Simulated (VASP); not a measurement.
A run of VASP 6.6.1 is set up as follows.

The input INCAR:

```
SYSTEM = HfB
PREC     = Accurate       ! precision mode
ENCUT    = 520            ! plane-wave cutoff, eV
EDIFF    = 1E-7           ! SCF threshold, eV
ISMEAR   = 0              ! smearing method
SIGMA    = 0.1            ! smearing width, eV
LREAL    = .False.        ! projectors in reciprocal space
LASPH    = .True.         ! aspherical terms in the spheres
NELM     = 60             ! most SCF steps
ALGO     = Normal         ! electronic algorithm
ISIF     = 2              ! what is computed and relaxed
LWAVE    = .False.        ! write WAVECAR
LCHARG   = .False.        ! write CHGCAR
GGA      = PE             ! functional
NBANDS   = 14             ! bands
```

Contents of KPOINTS:

```
Automatic mesh
0
Gamma
  16 16 16
  0 0 0
```

Contents of POSCAR:

```
HfB
1.0
    0.0000000000      2.4318379393      2.4318379393
    2.4318379393      0.0000000000      2.4318379393
    2.4318379393      2.4318379393      0.0000000000
Hf B
1 1
Direct
    0.5000000000      0.5000000000      0.5000000000
    0.0000000000      0.0000000000      0.0000000000
```

Potentials or basis: VASP PAW PBE potentials, release 64 (Hf_pv, B).

Launch:

```console
$ cat potpaw_PBE.64/Hf_pv/POTCAR potpaw_PBE.64/B/POTCAR > POTCAR
$ mpirun -np 1 vasp_std > vasp.out
```

(1) Estimate the pressure.

## Answers

(1) -3.0 GPa.
